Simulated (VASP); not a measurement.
Set up this calculation in VASP 6.6.1, as the native input.

- Task: single point
- Functional: r2SCAN
- Potentials or basis: VASP PAW PBE potentials, release 64 (Sn_d, O)
- Cutoff: 520 eV
- k mesh: 6 × 6 × 10
- Occupations: gaussian, width 0.05 eV
- Spin: no spin polarisation
- Dipole correction: no
- Further INCAR settings: ALGO = Normal; EDIFF = 1e-06; NBANDS = 35

SnO2:

```
Sn O
1.0
     4.47916    0.00000    0.00000
     0.00000    4.47939    0.00000
     0.00000    0.00000    3.61438
Sn O
2 4
Direct
  0.50000 0.50000 0.50000
  0.00000 0.00000 0.00000
  0.30586 0.30596 0.00000
  0.80586 0.19404 0.50000
  0.19414 0.80596 0.50000
  0.69414 0.69404 0.00000
```

This cell differs from its parent crystal: ratio of the length along z to the lengths across it x 1.2, volume and fractional coordinates fixed.

These files were run (other wordings do the same):

POSCAR

```
SnO2
1.0
    4.4791603257      0.0000000000      0.0000000000
    0.0000000000      4.4793857176      0.0000000000
    0.0000000000      0.0000000000      3.6143809667
Sn O
2 4
Direct
    0.5000000000      0.5000000000      0.5000000000
    0.0000000000      0.0000000000      0.0000000000
    0.3058623572      0.3059582262      0.0000000000
    0.8058623572      0.1940417738      0.5000000000
    0.1941376428      0.8059582262      0.5000000000
    0.6941376428      0.6940417738      0.0000000000
```

INCAR.step1

```
SYSTEM = SnO2
PREC = Accurate
ENCUT = 520
ISMEAR = 0
SIGMA = 0.05
LREAL = .False.
LASPH = .True.
NELM = 80
NBANDS = 35
GGA = PE
ALGO = Normal
EDIFF = 1E-4
LWAVE = .True.
LCHARG = .False.
```

INCAR.step2

```
SYSTEM = SnO2
PREC = Accurate
ENCUT = 520
EDIFF = 1E-6
ISMEAR = 0
SIGMA = 0.05
LREAL = .False.
LASPH = .True.
NELM = 80
ALGO = Normal
ISIF = 2
LWAVE = .False.
LCHARG = .True.
METAGGA = R2SCAN
LMIXTAU = .True.
LELF = .True.
LVHAR = .True.
NBANDS = 35
ISTART = 1
```

KPOINTS

```
regular mesh
0
Gamma
  6 6 10
  0 0 0
```

Potentials or basis: VASP PAW PBE potentials, release 64 (Sn_d, O).

Run with:

```bash
$ cat potpaw_PBE.64/Sn_d/POTCAR potpaw_PBE.64/O/POTCAR > POTCAR
$ cp INCAR.step1 INCAR
$ mpirun -np 1 vasp_std > vasp.out
$ cp INCAR.step2 INCAR
$ mpirun -np 1 vasp_std > vasp.out
```

Results of the run:

```
Pressure               : -0.2 GPa
Largest force          : 0.793 eV/Å
Band gap on the k mesh : 1.57 eV
```

Caveat: the PAW data sets were made with another functional, which shifts forces and pressure a little; spin-orbit coupling is left out, which moves the levels of the heavy elements.

It took 11 min on 1 thread of Intel(R) Xeon(R) Platinum 8259CL CPU @ 2.50GHz (Skylake/Cascade Lake), with other jobs on the host, peak memory 0.32 GiB.
